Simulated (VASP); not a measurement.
Input of a VASP 6.6.1 run:

Contents of INCAR:

```
ALGO     = Normal         # electronic algorithm
EDIFF    = 1E-6           # SCF threshold, eV
ENCUT    = 680            # plane-wave cutoff, eV
GGA      = PS             # functional
GGA_COMPAT= F            
ISIF     = 2              # what is computed and relaxed
ISMEAR   = -1             # smearing method
ISPIN    = 2              # spin polarisation
LASPH    = T              # aspherical terms in the spheres
LCHARG   = F              # write CHGCAR
LMAXMIX  = 4              # l up to which the mixer works
LORBIT   = 11             # projections on sites
LREAL    = F              # projectors in reciprocal space
LWAVE    = F              # write WAVECAR
MAGMOM   = 0 0 6 6        # initial moments
NBANDS   = 42             # bands
NELM     = 200            # most SCF steps
NUPDOWN  = 12.0           # fixed moment
PREC     = Accurate       # precision mode
SIGMA    = 0.05           # smearing width, eV
```

KPOINTS

```
k-points
0
Gamma
  6 6 4
```

File POSCAR:

```
MnSb
1.0
    4.1500000000      0.0000000000      0.0000000000
   -2.0750000000      3.5940054257      0.0000000000
    0.0000000000      0.0000000000      5.7800000000
Sb Mn
2 2
Direct
    0.6666666667      0.3333333333      0.7500000000
    0.3333333333      0.6666666667      0.2500000000
    0.0000000000      0.0000000000      0.5000000000
    0.0000000000      0.0000000000      0.0000000000
```

Potentials or basis: VASP PAW PBE potentials, release 64 (Sb_d_GW, Mn_sv).

Launch:

```sh
$ cat potpaw_PBE.64/Sb_d_GW/POTCAR potpaw_PBE.64/Mn_sv/POTCAR > POTCAR
$ mpirun -np 1 vasp_std > vasp.out
```

Question: Estimate the pressure.

Answer: 16.4 GPa.

Stress tensor (GPa, compression positive):
```
15.91  0.00  0.00
 0.00 15.91  0.00
 0.00  0.00 17.41
```

Caveat: the cell stands under pressure; the PAW data sets were made with another functional, which shifts forces and pressure a little; the total moment is fixed, so each spin has its own Fermi level and the state may be an excited one; the run started ferromagnetic, and an antiferromagnetic order may lie lower in energy.
